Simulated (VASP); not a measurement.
Al3BP4: single point with PBE

The system is Al3BP4.

```
Al B P
1.0
     5.27664    0.00000    0.00000
     0.00000    5.27664    0.00000
     0.00000    0.00000    5.27664
Al B P
3 1 4
Direct
  0.50000 0.00000 0.50000
  0.50000 0.50000 0.00000
  0.00000 0.50000 0.50000
  0.00000 0.00000 0.00000
  0.22591 0.77409 0.77409
  0.22591 0.22591 0.22591
  0.77409 0.77409 0.22591
  0.77409 0.22591 0.77409
```

```yaml
Program: VASP 6.6.1
Task: single point
Functional: PBE
Potentials_or_basis: VASP PAW PBE potentials, release 64 (Al, B, P)
Cutoff: 520 eV
k_mesh: 6 × 6 × 6
Occupations: gaussian, width 0.02 eV
Spin: no spin polarisation
Dipole_correction: no
Further_INCAR_settings: ALGO = Normal; EDIFF = 1e-06; NBANDS = 26
```

```yaml
Pressure: -0.1 GPa
Band_gap_on_the_k_mesh: 1.04 eV (least direct gap 1.42 eV)
```

Forces in eV/Å, atoms in the order of the input:
```
Al   0.000  0.000  0.000
Al   0.000  0.000  0.000
Al   0.000  0.000  0.000
B    0.000  0.000  0.000
P    0.001 -0.001 -0.001
P    0.001  0.001  0.001
P   -0.001 -0.001  0.001
P   -0.001  0.001 -0.001
```

Levels at points of the mesh, in eV from the valence-band top:
```
           k point  band 13  band 14  band 15  band 16  band 17  band 18  band 19  band 20
(0.00, 0.00, 0.00)    -2.24     0.00     0.00     0.00     1.42     1.42     1.42     1.51
(0.50, 0.00, 0.00)    -1.92    -1.92    -1.05    -1.05     1.91     2.40     3.76     4.13
(0.50, 0.50, 0.00)    -1.48    -1.48    -1.00    -0.47     2.58     2.76     3.91     3.91
(0.50, 0.50, 0.50)    -0.74    -0.74    -0.57    -0.57     1.04     2.97     2.97     2.97
```

Run time: 99 s on 1 thread of Intel Xeon 8259CL (shared host), peak memory 0.27 GiB.

A k mesh can miss the band edges.
